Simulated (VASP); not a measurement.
The system is C.

```
CELL_PARAMETERS angstrom
0.00000 1.80684 1.80684
1.80684 0.00000 1.80684
1.80684 1.80684 0.00000
ATOMIC_POSITIONS crystal
C 0.75000 0.75000 0.75000
C 0.50000 0.50000 0.50000
```

Base run:

- Program: VASP 6.6.1
- Functional: BLYP
- Dispersion: D3(BJ)
- Potentials or basis: VASP PAW PBE potentials, release 64 (C)
- Cutoff: 520 eV
- k mesh: 13 × 13 × 13
- Occupations: fermi-dirac, width 0.05 eV
- Spin: no spin polarisation

Its results: band gap on the k mesh 4.37 eV, indirect (least direct gap 5.63 eV); pressure -14.2 GPa.

Question: The run is repeated on the same cell with these changes: functional from BLYP to revPBE. What comes out?

Answer: Band gap on the k mesh 4.05 eV, indirect (least direct gap 5.49 eV); pressure -19.6 GPa.

Caveats: the PAW data sets were made with another functional, which shifts forces and pressure a little.

A k mesh can miss the band edges.
